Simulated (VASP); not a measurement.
# Ge (I4_1/amd) in VASP: a series of runs

Ge is run at these levels: PBE; tasks: single point.

Program: VASP 6.6.1. These are calculated values, not measurements. Logs are shortened: lines on timing, memory, paths and dates and some standing lists are left out, and cuts for length are marked.

## 1. The cell of the first run

The structure is tetragonal, space group I4_1/amd (No. 141). Conventional cell: a = 4.001 Å, b = 4.001 Å, c = 5.714 Å, α = 90.00°, β = 90.00°, γ = 90.00°. Within 3.2 Å of Ge (site symmetry -4m2) lie 4 Ge at 2.46 Å.

## 2. Single point, PBE

INCAR reads:

```
SYSTEM = Ge
PREC = Accurate
ENCUT = 520
EDIFF = 1E-6
ISMEAR = -1
SIGMA = 0.05
LREAL = .False.
LASPH = .True.
NELM = 60
ALGO = Normal
ISIF = 2
LWAVE = .False.
LCHARG = .False.
GGA = PE
NBANDS = 21
```

KPOINTS reads:

```
Automatic mesh
0
Gamma
  7 7 7
  0 0 0
```

POSCAR reads:

```
Ge
1.0
    0.0000000000      2.8289100000      2.8571991000
    2.8289100000      0.0000000000      2.8571991000
    2.8289100000      2.8289100000      0.0000000000
Ge
2
Direct
    0.7500000000      0.7500000000      0.7500000000
    0.5000000000      0.5000000000      0.5000000000
```

Potentials or basis: VASP PAW PBE potentials, release 64 (Ge_d).

Started as:

```sh
cat potpaw_PBE.64/Ge_d/POTCAR > POTCAR
mpirun -np 1 vasp_std > vasp.out
```

OUTCAR:

```text
SYSTEM = Ge
   PREC = Accurate
   ENCUT = 520
   EDIFF = 1E-6
   ISMEAR = -1
   LREAL = .False.
   LASPH = .True.
   NELM = 60
   ISIF = 2
   GGA = PE

 ion  position               nearest neighbor table
   1  0.750  0.750  0.750-   2 2.46   2 2.46   2 2.46   2 2.46
   2  0.500  0.500  0.500-   1 2.46   1 2.46   1 2.46   1 2.46

  LATTYP: Found a body centered tetragonal cell.
 ALAT       =     4.0006828887
 C/A-ratio  =     1.4283556980

  Lattice vectors:

 A1 = (  -2.8289100000,   0.0000000000,   2.8571991000)
 A2 = (   2.8289100000,   0.0000000000,   2.8571991000)
 A3 = (   0.0000000000,   2.8289100000,  -2.8571991000)

Analysis of symmetry for initial positions (statically):
=====================================================================
 Subroutine PRICEL returns:
 Original cell was already a primitive cell.

 Routine SETGRP: Setting up the symmetry group for a
 body centered tetragonal supercell.

 Subroutine GETGRP returns: Found 16 space group operations
 (whereof  8 operations were pure point group operations)
 out of a pool of 16 trial point group operations.

The static configuration has the point symmetry D_2d.
 The point group associated with its full space group is D_4h.

Analysis of symmetry for dynamics (positions and initial velocities):
=====================================================================
 Subroutine PRICEL returns:
 Original cell was already a primitive cell.

 Routine SETGRP: Setting up the symmetry group for a
 body centered tetragonal supercell.

 Subroutine GETGRP returns: Found 16 space group operations
 (whereof  8 operations were pure point group operations)
 out of a pool of 16 trial point group operations.

The dynamic configuration has the point symmetry D_2d.
 The point group associated with its full space group is D_4h.

 Subroutine INISYM returns: Found 16 space group operations
 (whereof  8 operations are pure point group operations),
 and found     1 'primitive' translations

----------------------------------------------------------------------------------------

                                     Primitive cell

  volume of cell :      45.7308

  direct lattice vectors                    reciprocal lattice vectors
     0.000000000  2.828910000  2.857199100    -0.176746521  0.176746521  0.174996555
     2.828910000  0.000000000  2.857199100     0.176746521 -0.176746521  0.174996555
     2.828910000  2.828910000  0.000000000     0.176746521  0.176746521 -0.174996555

  length of vectors
     4.020736063  4.020736063  4.000682889     0.305126956  0.305126956  0.305126956

  position of ions in fractional coordinates (direct lattice)
     0.750000000  0.750000000  0.750000000
     0.500000000  0.500000000  0.500000000

  ion indices of the primitive-cell ions
   primitive index   ion index
                 1           1
                 2           2

----------------------------------------------------------------------------------------

 KPOINTS: Automatic mesh

Automatic generation of k-mesh.
 Grid dimensions read from file:
 generate k-points for:    7    7    7

 Generating k-lattice:

  Cartesian coordinates                     Fractional coordinates (reciprocal lattice)
    -0.025249503  0.025249503  0.024999508     0.142857143  0.000000000  0.000000000
     0.025249503 -0.025249503  0.024999508     0.000000000  0.142857143  0.000000000
     0.025249503  0.025249503 -0.024999508     0.000000000  0.000000000  0.142857143

  Length of vectors
     0.043589565  0.043589565  0.043589565

  Shift w.r.t. Gamma in fractional coordinates (k-lattice)
     0.000000000  0.000000000  0.000000000

 Subroutine IBZKPT returns following result:
 ===========================================

 Found     40 irreducible k-points:

 Following reciprocal coordinates:
            Coordinates               Weight
  0.000000  0.000000  0.000000      1.000000
  0.142857  0.000000  0.000000      8.000000
  0.285714  0.000000  0.000000      8.000000
  0.428571  0.000000  0.000000      8.000000
  0.142857  0.142857  0.000000      2.000000
  0.285714  0.142857  0.000000      8.000000
[... 16 lines left out ...]
  0.428571  0.285714  0.142857      8.000000
 -0.428571  0.285714  0.142857     16.000000
 [... further k-points ...]
   k-points           NKPTS =     40   k-points in BZ     NKDIM =     40   number of bands    NBANDS=     21
   number of dos      NEDOS =    301   number of ions     NIONS =      2
   total plane-waves  NPLWV =  27000
   dimension x,y,z NGX =    30 NGY =   30 NGZ =   30
   dimension x,y,z NGXF=    60 NGYF=   60 NGZF=   60
   ions per type =               2
   NGX,Y,Z   is equivalent  to a cutoff of  12.40, 12.40, 12.47 a.u.
   NGXF,Y,Z  is equivalent  to a cutoff of  24.81, 24.81, 24.93 a.u.
 SYSTEM =  Ge
   PREC   = accura    normal or accurate (medium, high low for compatibility)
   ISTART =      0    job   : 0-new  1-cont  2-samecut
   ICHARG =      2    charge: 1-file 2-atom 10-const
   ISPIN  =      1    spin polarized calculation?
   LNONCOLLINEAR =      F non collinear calculations
   LSORBIT =      F    spin-orbit coupling
   LASPH  =      T    aspherical Exc in radial PAW
   ENCUT  =  520.0 eV  38.22 Ry    6.18 a.u.   7.48  7.48  7.44*2*pi/ulx,y,z
   NELM   =     60;   NELMIN=  2; NELMDL= -5     # of ELM steps
   EDIFF  = 0.1E-05   stopping-criterion for ELM
   LREAL  =      F    real-space projection
   EDIFFG = 0.1E-04   stopping-criterion for IOM
   NSW    =      0    number of steps for IOM
   IBRION =     -1    ionic relax: 0-MD 1-quasi-New 2-CG
   NFREE  =      0    steps in history (QN), initial steepest desc. (CG)
   ISIF   =      2    stress and relaxation
   ISYM   =      2    0-nonsym 1-usesym 2-fastsym
   POTIM  = 0.5000    time-step for ionic-motion
   TEBEG  =    0.0;   TEEND  =   0.0 temperature during run
   PSTRESS=    0.0 pullay stress
   NELECT =      28.0000    total number of electrons
   NUPDOWN=      -1.0000    fix difference up-down
   EMIN   =  10.00;   EMAX   =-10.00  energy-range for DOS
   EFERMI =   0.00;   METHOD = LEGACY
   ISMEAR =    -1;   SIGMA  =   0.05  broadening in eV -4-tet -1-fermi 0-gaus
   EFERMI_NEDOS =   21; number of points for ismear=-14 and -15
   IALGO  =     38    algorithm
   IMIX   =      4    mixing-type and parameters
     AMIX     =   0.40;   BMIX     =  1.00
     AMIX_MAG =   1.60;   BMIX_MAG =  1.00
  volume/ion in A,a.u.               =      22.87       154.30
  Fermi-wavevector in a.u.,A,eV,Ry     =   1.390138  2.626980 26.293037  1.932484
  Thomas-Fermi vector in A             =   2.514102
   LORBIT       =      0    0 simple, 1 ext, 2 COOP (PROOUT), +10 PAW based schemes
   GGA     = PE    functional components
   LHFCALC =     F    Hartree Fock is set to
   AEXX    =    0.0000 exact exchange contribution
   IVDW    =     0    specifies the selected vdW correction
   LEPSILON=     F    determine dielectric tensor
   LRPA    =     F    only Hartree local field effects (RPA)
 non-spin polarized calculation
  energy-cutoff  :      520.00
  volume of cell :       45.73
 maximum number of plane-waves:      1255
 NGX is ok and might be reduce to    30
   NGX = 15   NGY = 15   NGZ = 15

 number of electron      28.0000016 magnetization

 Free energy of the ion-electron system (eV)
  ---------------------------------------------------
  ext. energy  EPLUGINS =         0.00000000
  ---------------------------------------------------
  free energy    TOTEN  =        -8.99745185 eV

  energy without entropy =       -8.99642435  energy(sigma->0) =       -8.99693810

 E-fermi :   4.9298     XC(G=0):  -9.8742

 val. band max:        4.9262272595   @ k =   0.0000   0.0000   0.0000
 cond. band min:       5.0949131452   @ k =   0.4286   0.0000   0.0000
 fundamental gap:      0.1686858857
 Fermi energy:         4.9298136775

 k-point     1 :       0.0000    0.0000    0.0000
  band No.  band energies     occupation
      1     -19.8996      2.00000
      2     -19.8996      2.00000
      3     -19.8975      2.00000
      4     -19.8639      2.00000
      5     -19.8633      2.00000
      6     -19.6612      2.00000
[... 13 lines left out ...]
     20      14.2522      0.00000
     21      14.4533      0.00000

 k-point     2 :       0.1429    0.0000    0.0000
  band No.  band energies     occupation
      1     -19.9091      2.00000
      2     -19.9076      2.00000
      3     -19.8957      2.00000
      4     -19.8501      2.00000
      5     -19.8499      2.00000
      6     -19.6726      2.00000
[... 13 lines left out ...]
     20      13.2884      0.00000
     21      13.4170      0.00000

 k-point     3 :       0.2857    0.0000    0.0000
  band No.  band energies     occupation
      1     -19.9195      2.00000
      2     -19.9175      2.00000
      3     -19.8886      2.00000
      4     -19.8320      2.00000
      5     -19.8319      2.00000
      6     -19.6870      2.00000
[... 13 lines left out ...]
     20      13.4071      0.00000
     21      13.4211      0.00000

 k-point     4 :       0.4286    0.0000    0.0000
  band No.  band energies     occupation
      1     -19.9236      2.00000
      2     -19.9211      2.00000
      3     -19.8826      2.00000
      4     -19.8238      2.00000
      5     -19.8234      2.00000
      6     -19.6927      2.00000
[... 13 lines left out ...]
     20      15.1573      0.00000
     21      15.2326      0.00000

 k-point     5 :       0.1429    0.1429    0.0000
  band No.  band energies     occupation
      1     -19.9069      2.00000
      2     -19.9069      2.00000
      3     -19.9068      2.00000
      4     -19.8521      2.00000
      5     -19.8340      2.00000
      6     -19.7005      2.00000
[... 13 lines left out ...]
     20      12.7989      0.00000
     21      14.7937      0.00000

 k-point     6 :       0.2857    0.1429    0.0000
  band No.  band energies     occupation
      1     -19.9233      2.00000
      2     -19.9162      2.00000
      3     -19.8943      2.00000
      4     -19.8359      2.00000
      5     -19.8115      2.00000
      6     -19.7229      2.00000
[... 13 lines left out ...]
     20      14.1856      0.00000
     21      14.7009      0.00000

 k-point     7 :       0.4286    0.1429    0.0000
  band No.  band energies     occupation
      1     -19.9339      2.00000
      2     -19.9240      2.00000
      3     -19.8759      2.00000
      4     -19.8197      2.00000
      5     -19.8028      2.00000
      6     -19.7271      2.00000
[... 13 lines left out ...]
     20      15.1289      0.00000
     21      15.9730      0.00000
[... 291 lines left out ...]
      1     -19.9368      2.00000
      2     -19.9266      2.00000
      3     -19.8635      2.00000
      4     -19.8146      2.00000
      5     -19.8079      2.00000
      6     -19.7087      2.00000
[... 13 lines left out ...]
     20      14.7890      0.00000
     21      15.0017      0.00000

 k-point    21 :      -0.2857   -0.0000    0.1429
  band No.  band energies     occupation
      1     -19.9295      2.00000
      2     -19.9270      2.00000
      3     -19.8713      2.00000
      4     -19.8286      2.00000
      5     -19.8092      2.00000
      6     -19.7098      2.00000
[... 13 lines left out ...]
     20      14.0105      0.00000
     21      16.1173      0.00000

 k-point    22 :      -0.1429    0.0000    0.1429
  band No.  band energies     occupation
      1     -19.9202      2.00000
      2     -19.9151      2.00000
      3     -19.8894      2.00000
      4     -19.8415      2.00000
      5     -19.8282      2.00000
      6     -19.6953      2.00000
[... 13 lines left out ...]
     20      13.6827      0.00000
     21      13.7587      0.00000

 k-point    23 :       0.4286    0.2857    0.1429
  band No.  band energies     occupation
      1     -19.9312      2.00000
      2     -19.9305      2.00000
      3     -19.8756      2.00000
      4     -19.8204      2.00000
      5     -19.7876      2.00000
      6     -19.7467      2.00000
[... 13 lines left out ...]
     20      15.2548      0.00000
     21      16.0712      0.00000

 k-point    24 :      -0.4286    0.2857    0.1429
  band No.  band energies     occupation
      1     -19.9439      2.00000
      2     -19.9343      2.00000
      3     -19.8515      2.00000
      4     -19.8029      2.00000
      5     -19.7784      2.00000
      6     -19.7512      2.00000
[... 13 lines left out ...]
     20      15.1639      0.00000
     21      16.5784      0.00000

 [... further k-points ...]

------------------------ aborting loop because EDIFF is reached ----------------------------------------

  FORCE on cell =-STRESS in cart. coord.  units (eV):
  Direction    XX          YY          ZZ          XY          YZ          ZX
  --------------------------------------------------------------------------------------
  -------------------------------------------------------------------------------------
  Total        0.8802645      0.8802645      0.6866996      0.0000000     -0.0000000      0.0000000
  in kB       30.8400442     30.8400442     24.0585041      0.0000000     -0.0000000      0.0000000
  external PRESSURE =      28.5795308 kB  Pullay stress =       0.0000000 kB

 VOLUME and BASIS-vectors are now :
 -----------------------------------------------------------------------------
  energy-cutoff  :      520.00
  volume of cell :       45.73
      direct lattice vectors                 reciprocal lattice vectors
     0.000000000  2.828910000  2.857199100    -0.176746521  0.176746521  0.174996555
     2.828910000  0.000000000  2.857199100     0.176746521 -0.176746521  0.174996555
     2.828910000  2.828910000  0.000000000     0.176746521  0.176746521 -0.174996555

 POSITION                                       TOTAL-FORCE (eV/Angst)
 -----------------------------------------------------------------------------------
      4.24336      4.24336      4.28580         0.000000      0.000000      0.000000
      2.82891      2.82891      2.85720        -0.000000     -0.000000     -0.000000
 -----------------------------------------------------------------------------------
    total drift:                                0.000000     -0.000000     -0.000000

  FREE ENERGIE OF THE ION-ELECTRON SYSTEM (eV)
  ---------------------------------------------------
  free  energy   TOTEN  =        -8.9974518547 eV

  energy  without entropy=       -8.9964243531  energy(sigma->0) =       -8.99693810
```

It took 19 s on 1 thread of Intel Xeon 6975P-C (Granite Rapids), shared host; peak memory 0.17 GiB.

What came out:

| Property | Result |
| --- | --- |
| Free energy | -8.9975 eV |
| Pressure | 2.9 GPa |
| Band gap on the k mesh | zero (filled and empty bands touch) |

Stress tensor (GPa, compression positive):
```
3.08 0.00 0.00
0.00 3.08 0.00
0.00 0.00 2.41
```

## 3. Single point, PBE

This run uses another cell than the first one, of 23.09 Å³/atom, 1.010 times its volume.

INCAR reads:

```
SYSTEM = Ge
PREC = Accurate
ENCUT = 520
EDIFF = 1E-6
ISMEAR = -1
SIGMA = 0.05
LREAL = .FALSE.
LASPH = .TRUE.
NELM = 80
ALGO = Normal
ISIF = 2
LWAVE = .FALSE.
LCHARG = .FALSE.
GGA = PE
NBANDS = 21
```

KPOINTS reads:

```
Automatic mesh
0
G
  7 7 7
  0 0 0
```

POSCAR reads:

```
Ge
1.0
    0.0000000000      2.8289100000      2.8854882000
    2.8289100000      0.0000000000      2.8854882000
    2.8289100000      2.8289100000      0.0000000000
Ge
2
Direct
    0.7500000000      0.7500000000      0.7500000000
    0.5000000000      0.5000000000      0.5000000000
```

Potentials or basis: VASP PAW PBE potentials, release 64 (Ge_d).

Started as:

```sh
cat potpaw_PBE.64/Ge_d/POTCAR > POTCAR
mpirun -np 1 vasp_std > vasp.out
```

Wall time 21 s (1 thread of Intel Xeon 6975P-C (Granite Rapids), shared host); peak memory 0.17 GiB.

It converged, with:

```
Free energy            : -9.0028 eV
Pressure               : 2.2 GPa
Band gap on the k mesh : zero (filled and empty bands touch)
```

Stress tensor (GPa, compression positive):
```
2.62 0.00 0.00
0.00 2.62 0.00
0.00 0.00 1.25
```

Levels at points of the mesh, in eV from the Fermi level:
| k point | band 12 | band 13 | band 14 | band 15 | band 16 | band 17 |
| --- | --- | --- | --- | --- | --- | --- |
| (0.00, 0.00, 0.00) | -0.17 | -0.12 | 0.03 | 0.03 | 2.50 | 2.50 |

(Continued in part 2 of 2.)
